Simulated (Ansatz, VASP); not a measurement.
Two plane-wave programs on BaF2

Contents of INCAR:

```
SYSTEM = BaF2
PREC = Accurate ; ENCUT = 600
EDIFF = 1E-6 ; ISMEAR = 0
SIGMA = 0.02 ; LREAL = .FALSE.
LASPH = .TRUE. ; NELM = 120
ALGO = Normal ; ISIF = 2
LWAVE = .FALSE. ; LCHARG = .FALSE.
GGA = PE ; NBANDS = 19
GGA_COMPAT = .FALSE.
```

The input KPOINTS:

```
Automatic mesh
0
G
  6 6 6
  0 0 0
```

Contents of POSCAR:

```
BaF2
1.0
    0.0000000000      3.1842518180      3.1842518180
    3.1842518180      0.0000000000      3.1842518180
    3.1842518180      3.1842518180      0.0000000000
Ba F
1 2
Direct
    0.0000000000      0.0000000000      0.0000000000
    0.2500000000      0.2500000000      0.2500000000
    0.7500000000      0.7500000000      0.7500000000
```

Input for Ansatz:

```yaml
crystal:
  lattice:
    - [0.0, 3.184251818, 3.184251818]
    - [3.184251818, 0.0, 3.184251818]
    - [3.184251818, 3.184251818, 0.0]
  atoms:
    - { symbol: Ba, position: [0.0, 0.0, 0.0] }
    - { symbol: F, position: [0.25, 0.25, 0.25] }
    - { symbol: F, position: [0.75, 0.75, 0.75] }
basis:
  ecutwfc: 420
kpoints:
  mp_grid: { grid: [6, 6, 6] }
hamiltonian:
  xc: pbe
scf:
  occupations: { method: gaussian, width: 0.02 }
output:
  forces: true
  stress: true
  eigenvalues: true
```

Alike in both runs: task single point; functional PBE; k mesh 6 × 6 × 6; occupations gaussian, width 0.02 eV; no spin polarisation.

|  | VASP | Ansatz |
| --- | --- | --- |
| version | VASP 6.6.1 | Ansatz 0.2.0 |
| potentials or method | VASP PAW PBE potentials, release 64 (Ba_sv, F), cutoff 600 eV | scalar-relativistic, plane waves, PAW |
| valence electrons in the cell | 24 | 24 |

|  | VASP | Ansatz | Ansatz less VASP |
| --- | --- | --- | --- |
| gap on the k mesh at the Fermi level (eV) | 6.42 | 6.48 | +0.063 |
| least direct gap on the mesh (eV) | 6.46 | 6.53 | +0.071 |
| pressure (GPa) | -2.1 | -2.7 | -0.66 |

Spin-orbit coupling is off throughout.
